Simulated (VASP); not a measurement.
# C (Fd-3m) in VASP: notebook

The runs below take C through single point, with PBE.

Everything below comes from runs of VASP 6.6.1. Logs are shortened: lines on timing, memory, paths and dates and some standing lists are left out, and cuts for length are marked.

## Step 1: The cell of the first run

It takes space group Fd-3m (No. 227, cubic). The conventional cell has a = 3.567 Å, b = 3.567 Å, c = 3.567 Å, α = 90.00°, β = 90.00°, γ = 90.00°. C (site symmetry -43m) has 4 C at 1.54 Å within 2.1 Å.

## Step 2: Single point, PBE

INCAR reads:

```
SYSTEM = C
PREC     = Accurate       ! precision mode
ENCUT    = 600            ! plane-wave cutoff, eV
EDIFF    = 1E-6           ! SCF threshold, eV
ISMEAR   = 0              ! smearing method
SIGMA    = 0.02           ! smearing width, eV
LREAL    = .False.        ! projectors in reciprocal space
LASPH    = .True.         ! aspherical terms in the spheres
NELM     = 120            ! most SCF steps
ALGO     = Normal         ! electronic algorithm
ISIF     = 2              ! what is computed and relaxed
LWAVE    = .False.        ! write WAVECAR
LCHARG   = .False.        ! write CHGCAR
GGA      = PE             ! functional
NBANDS   = 11             ! bands
GGA_COMPAT= .False.
```

KPOINTS reads:

```
Automatic mesh
0
Gamma
  4 4 4
  0 0 0
```

POSCAR reads:

```
C
1.0
    0.0000000000      1.7833700000      1.7833700000
    1.7833700000      0.0000000000      1.7833700000
    1.7833700000      1.7833700000      0.0000000000
C
2
Direct
    0.0000000000      0.0000000000      0.0000000000
    0.2500000000      0.2500000000      0.2500000000
```

Potentials or basis: VASP PAW PBE potentials, release 64 (C).

The run is started by

```sh
> cat potpaw_PBE.64/C/POTCAR > POTCAR
> mpirun -np 1 vasp_std > vasp.out
```

OUTCAR:

```text
SYSTEM = C
   PREC = Accurate
   ENCUT = 600
   EDIFF = 1E-6
   ISMEAR = 0
   LREAL = .False.
   LASPH = .True.
   NELM = 120
   ISIF = 2
   GGA = PE

 ion  position               nearest neighbor table
   1  0.000  0.000  0.000-   2 1.54   2 1.54   2 1.54   2 1.54
   2  0.250  0.250  0.250-   1 1.54   1 1.54   1 1.54   1 1.54

  LATTYP: Found a face centered cubic cell.
 ALAT       =     3.5667400000

  Lattice vectors:

 A1 = (   0.0000000000,   1.7833700000,   1.7833700000)
 A2 = (   1.7833700000,   0.0000000000,   1.7833700000)
 A3 = (   1.7833700000,   1.7833700000,   0.0000000000)

Analysis of symmetry for initial positions (statically):
=====================================================================
 Subroutine PRICEL returns:
 Original cell was already a primitive cell.

 Routine SETGRP: Setting up the symmetry group for a
 face centered cubic supercell.

 Subroutine GETGRP returns: Found 48 space group operations
 (whereof 24 operations were pure point group operations)
 out of a pool of 48 trial point group operations.

The static configuration has the point symmetry T_d .
 The point group associated with its full space group is O_h .

Analysis of symmetry for dynamics (positions and initial velocities):
=====================================================================
 Subroutine PRICEL returns:
 Original cell was already a primitive cell.

 Routine SETGRP: Setting up the symmetry group for a
 face centered cubic supercell.

 Subroutine GETGRP returns: Found 48 space group operations
 (whereof 24 operations were pure point group operations)
 out of a pool of 48 trial point group operations.

The dynamic configuration has the point symmetry T_d .
 The point group associated with its full space group is O_h .

 Subroutine INISYM returns: Found 48 space group operations
 (whereof 24 operations are pure point group operations),
 and found     1 'primitive' translations

----------------------------------------------------------------------------------------

                                     Primitive cell

  volume of cell :      11.3437

  direct lattice vectors                    reciprocal lattice vectors
     0.000000000  1.783370000  1.783370000    -0.280368067  0.280368067  0.280368067
     1.783370000  0.000000000  1.783370000     0.280368067 -0.280368067  0.280368067
     1.783370000  1.783370000  0.000000000     0.280368067  0.280368067 -0.280368067

  length of vectors
     2.522066041  2.522066041  2.522066041     0.485611737  0.485611737  0.485611737

  position of ions in fractional coordinates (direct lattice)
     0.000000000  0.000000000  0.000000000
     0.250000000  0.250000000  0.250000000

  ion indices of the primitive-cell ions
   primitive index   ion index
                 1           1
                 2           2

----------------------------------------------------------------------------------------

 KPOINTS: Automatic mesh

Automatic generation of k-mesh.
 Grid dimensions read from file:
 generate k-points for:    4    4    4

 Generating k-lattice:

  Cartesian coordinates                     Fractional coordinates (reciprocal lattice)
    -0.070092017  0.070092017  0.070092017     0.250000000  0.000000000  0.000000000
     0.070092017 -0.070092017  0.070092017     0.000000000  0.250000000  0.000000000
     0.070092017  0.070092017 -0.070092017     0.000000000  0.000000000  0.250000000

  Length of vectors
     0.121402934  0.121402934  0.121402934

  Shift w.r.t. Gamma in fractional coordinates (k-lattice)
     0.000000000  0.000000000  0.000000000

 Subroutine IBZKPT returns following result:
 ===========================================

 Found      8 irreducible k-points:

 Following reciprocal coordinates:
            Coordinates               Weight
  0.000000  0.000000  0.000000      1.000000
  0.250000  0.000000  0.000000      8.000000
  0.500000  0.000000  0.000000      4.000000
  0.250000  0.250000  0.000000      6.000000
  0.500000  0.250000  0.000000     24.000000
 -0.250000  0.250000  0.000000     12.000000
  0.500000  0.500000  0.000000      3.000000
 -0.250000  0.500000  0.250000      6.000000
   k-points           NKPTS =      8   k-points in BZ     NKDIM =      8   number of bands    NBANDS=     11
   number of dos      NEDOS =    301   number of ions     NIONS =      2
   total plane-waves  NPLWV =   8000
   dimension x,y,z NGX =    20 NGY =   20 NGZ =   20
   dimension x,y,z NGXF=    40 NGYF=   40 NGZF=   40
   ions per type =               2
   NGX,Y,Z   is equivalent  to a cutoff of  13.18, 13.18, 13.18 a.u.
   NGXF,Y,Z  is equivalent  to a cutoff of  26.37, 26.37, 26.37 a.u.
 SYSTEM =  C
   PREC   = accura    normal or accurate (medium, high low for compatibility)
   ISTART =      0    job   : 0-new  1-cont  2-samecut
   ICHARG =      2    charge: 1-file 2-atom 10-const
   ISPIN  =      1    spin polarized calculation?
   LNONCOLLINEAR =      F non collinear calculations
   LSORBIT =      F    spin-orbit coupling
   LASPH  =      T    aspherical Exc in radial PAW
   ENCUT  =  600.0 eV  44.10 Ry    6.64 a.u.   5.04  5.04  5.04*2*pi/ulx,y,z
   NELM   =    120;   NELMIN=  2; NELMDL= -5     # of ELM steps
   EDIFF  = 0.1E-05   stopping-criterion for ELM
   LREAL  =      F    real-space projection
   EDIFFG = 0.1E-04   stopping-criterion for IOM
   NSW    =      0    number of steps for IOM
   IBRION =     -1    ionic relax: 0-MD 1-quasi-New 2-CG
   NFREE  =      0    steps in history (QN), initial steepest desc. (CG)
   ISIF   =      2    stress and relaxation
   ISYM   =      2    0-nonsym 1-usesym 2-fastsym
   POTIM  = 0.5000    time-step for ionic-motion
   TEBEG  =    0.0;   TEEND  =   0.0 temperature during run
   PSTRESS=    0.0 pullay stress
   NELECT =       8.0000    total number of electrons
   NUPDOWN=      -1.0000    fix difference up-down
   EMIN   =  10.00;   EMAX   =-10.00  energy-range for DOS
   EFERMI =   0.00;   METHOD = LEGACY
   ISMEAR =     0;   SIGMA  =   0.02  broadening in eV -4-tet -1-fermi 0-gaus
   EFERMI_NEDOS =   21; number of points for ismear=-14 and -15
   IALGO  =     38    algorithm
   IMIX   =      4    mixing-type and parameters
     AMIX     =   0.40;   BMIX     =  1.00
     AMIX_MAG =   1.60;   BMIX_MAG =  1.00
  volume/ion in A,a.u.               =       5.67        38.28
  Fermi-wavevector in a.u.,A,eV,Ry     =   1.457203  2.753714 28.891161  2.123440
  Thomas-Fermi vector in A             =   2.574032
   LORBIT       =      0    0 simple, 1 ext, 2 COOP (PROOUT), +10 PAW based schemes
   GGA     = PE    functional components
   LHFCALC =     F    Hartree Fock is set to
   AEXX    =    0.0000 exact exchange contribution
   IVDW    =     0    specifies the selected vdW correction
   LEPSILON=     F    determine dielectric tensor
   LRPA    =     F    only Hartree local field effects (RPA)
 non-spin polarized calculation
 Gauss-broadening in eV      SIGMA  =   0.02
  energy-cutoff  :      600.00
  volume of cell :       11.34
 maximum number of plane-waves:       388
   NGX =  9   NGY =  9   NGZ =  9

 number of electron       7.9999999 magnetization

 Free energy of the ion-electron system (eV)
  ---------------------------------------------------
  ext. energy  EPLUGINS =         0.00000000
  ---------------------------------------------------
  free energy    TOTEN  =       -18.05703930 eV

  energy without entropy =      -18.05703930  energy(sigma->0) =      -18.05703930

 E-fermi :   9.9090     XC(G=0): -13.2371

 val. band max:        9.7614225642   @ k =   0.0000   0.0000   0.0000
 cond. band min:      14.1933041680   @ k =   0.2500   0.2500   0.0000
 fundamental gap:      4.4318816038
 Fermi energy:         9.9090377187

 k-point     1 :       0.0000    0.0000    0.0000
  band No.  band energies     occupation
      1     -11.7280      2.00000
      2       9.7614      2.00000
      3       9.7614      2.00000
      4       9.7614      2.00000
      5      15.3432      0.00000
      6      15.3432      0.00000
      7      15.3432      0.00000
      8      23.0929      0.00000
      9      29.0446      0.00000
     10      36.2733      0.00000
     11      36.2733      0.00000

 k-point     2 :       0.2500    0.0000    0.0000
  band No.  band energies     occupation
      1     -10.0125      2.00000
      2       3.1628      2.00000
      3       8.0133      2.00000
      4       8.0133      2.00000
      5      17.5433      0.00000
      6      17.5433      0.00000
      7      17.9013      0.00000
      8      24.3954      0.00000
      9      30.4628      0.00000
     10      32.1342      0.00000
     11      32.1342      0.00000

 k-point     3 :       0.5000    0.0000    0.0000
  band No.  band energies     occupation
      1      -5.9493      2.00000
      2      -3.6245      2.00000
      3       6.9588      2.00000
      4       6.9588      2.00000
      5      18.2102      0.00000
      6      18.2102      0.00000
      7      18.6039      0.00000
      8      25.4503      0.00000
      9      31.6452      0.00000
     10      33.9289      0.00000
     11      35.6806      0.00000

 k-point     4 :       0.2500    0.2500    0.0000
  band No.  band energies     occupation
      1      -9.4429      2.00000
      2       5.2431      2.00000
      3       5.6340      2.00000
      4       5.6340      2.00000
      5      14.1933      0.00000
      6      19.9952      0.00000
      7      21.3461      0.00000
      8      21.3461      0.00000
      9      29.8821      0.00000
     10      31.9450      0.00000
     11      39.1973      0.00000

 k-point     5 :       0.5000    0.2500    0.0000
  band No.  band energies     occupation
      1      -5.7040      2.00000
      2      -1.0336      2.00000
      3       3.0137      2.00000
      4       4.8791      2.00000
      5      15.8268      0.00000
      6      21.1856      0.00000
      7      22.5654      0.00000
      8      23.0843      0.00000
      9      30.0621      0.00000
     10      33.3545      0.00000
     11      37.2784      0.00000

 k-point     6 :      -0.2500    0.2500    0.0000
  band No.  band energies     occupation
      1      -7.2591      2.00000
      2       1.0547      2.00000
      3       2.1443      2.00000
      4       6.7462      2.00000
      5      17.6806      0.00000
      6      19.7620      0.00000
      7      22.1137      0.00000
      8      23.6719      0.00000
      9      29.3993      0.00000
     10      30.4926      0.00000
     11      34.4982      0.00000

 k-point     7 :       0.5000    0.5000    0.0000
  band No.  band energies     occupation
      1      -3.0118      2.00000
      2      -3.0118      2.00000
      3       3.4561      2.00000
      4       3.4561      2.00000
      5      14.5051      0.00000
      6      14.5051      0.00000
      7      26.5691      0.00000
      8      26.5691      0.00000
      9      32.9874      0.00000
     10      32.9874      0.00000
     11      42.1066      0.00000

 k-point     8 :      -0.2500    0.5000    0.2500
  band No.  band energies     occupation
      1      -2.2191      2.00000
      2      -2.2191      2.00000
      3       1.4278      2.00000
      4       1.4278      2.00000
      5      20.3733      0.00000
      6      20.3733      0.00000
      7      22.0747      0.00000
      8      22.0747      0.00000
      9      31.0824      0.00000
     10      31.0824      0.00000
     11      40.1660      0.00000

------------------------ aborting loop because EDIFF is reached ----------------------------------------

  FORCE on cell =-STRESS in cart. coord.  units (eV):
  Direction    XX          YY          ZZ          XY          YZ          ZX
  --------------------------------------------------------------------------------------
  -------------------------------------------------------------------------------------
  Total        0.2065132      0.2065132      0.2065132     -0.0000000      0.0000000     -0.0000000
  in kB       29.1678213     29.1678213     29.1678213     -0.0000000      0.0000000     -0.0000000
  external PRESSURE =      29.1678213 kB  Pullay stress =       0.0000000 kB

 VOLUME and BASIS-vectors are now :
 -----------------------------------------------------------------------------
  energy-cutoff  :      600.00
  volume of cell :       11.34
      direct lattice vectors                 reciprocal lattice vectors
     0.000000000  1.783370000  1.783370000    -0.280368067  0.280368067  0.280368067
     1.783370000  0.000000000  1.783370000     0.280368067 -0.280368067  0.280368067
     1.783370000  1.783370000  0.000000000     0.280368067  0.280368067 -0.280368067

 POSITION                                       TOTAL-FORCE (eV/Angst)
 -----------------------------------------------------------------------------------
      0.00000      0.00000      0.00000        -0.000000     -0.000000     -0.000000
      0.89168      0.89168      0.89168         0.000000      0.000000      0.000000
 -----------------------------------------------------------------------------------
    total drift:                                0.000000      0.000000      0.000000

  FREE ENERGIE OF THE ION-ELECTRON SYSTEM (eV)
  ---------------------------------------------------
  free  energy   TOTEN  =       -18.0570393019 eV

  energy  without entropy=      -18.0570393019  energy(sigma->0) =      -18.05703930
```

Wall time 3.6 s (1 thread of Intel Xeon 8259CL, shared host); peak memory 0.11 GiB.

Results:

- Free energy: -18.0570 eV
- Pressure: 2.9 GPa
- Band gap on the k mesh: 4.43 eV, indirect (least direct gap 5.58 eV)

Levels at points of the mesh, in eV from the valence-band top:
| k point | band 1 | band 2 | band 3 | band 4 | band 5 | band 6 | band 7 | band 8 | band 9 |
| --- | --- | --- | --- | --- | --- | --- | --- | --- | --- |
| (0.00, 0.00, 0.00) | -21.49 | 0.00 | 0.00 | 0.00 | 5.58 | 5.58 | 5.58 | 13.33 | 19.28 |
| (0.50, 0.00, 0.00) | -15.71 | -13.39 | -2.80 | -2.80 | 8.45 | 8.45 | 8.84 | 15.69 | 21.88 |
| (0.50, 0.50, 0.00) | -12.77 | -12.77 | -6.31 | -6.31 | 4.74 | 4.74 | 16.81 | 16.81 | 23.23 |

Caveat: the k points lie up to 0.76 Å⁻¹ apart. A k mesh can miss the band edges.

## Step 3: Single point, PBE

INCAR reads:

```
PREC = Accurate
ENCUT = 600
EDIFF = 1E-6
ISMEAR = 0
SIGMA = 0.02
LREAL = F
LASPH = T
NELM = 120
ALGO = Normal
ISIF = 2
LWAVE = F
LCHARG = F
GGA = PE
NBANDS = 11
GGA_COMPAT = F
```

KPOINTS reads:

```
Automatic mesh
0
Gamma
  6 6 6
```

POSCAR is that of step 2.

Potentials or basis: VASP PAW PBE potentials, release 64 (C).

The run is started by

```sh
> cat potpaw_PBE.64/C/POTCAR > POTCAR
> mpirun -np 1 vasp_std > vasp.out
```

Run time: 4.3 s. Hardware: 1 thread of Intel Xeon 8259CL, shared host; peak memory 0.11 GiB.

It converged, with:

- Free energy: -18.1805 eV
- Pressure: 1.9 GPa
- Band gap on the k mesh: 4.15 eV, indirect (least direct gap 5.59 eV)

Levels at points of the mesh, in eV from the valence-band top:
```
           k point  band 1  band 2  band 3  band 4  band 5  band 6  band 7  band 8  band 9
(0.00, 0.00, 0.00)  -21.48    0.00    0.00    0.00    5.59    5.59    5.59   13.33   19.29
(0.50, 0.00, 0.00)  -15.70  -13.37   -2.80   -2.80    8.46    8.46    8.85   15.70   21.89
(0.50, 0.50, 0.00)  -12.77  -12.77   -6.30   -6.30    4.76    4.76   16.80   16.80   23.23
```

Caveat: the k points lie up to 0.51 Å⁻¹ apart. A k mesh can miss the band edges.

(Part 1 of 2 ends here.)
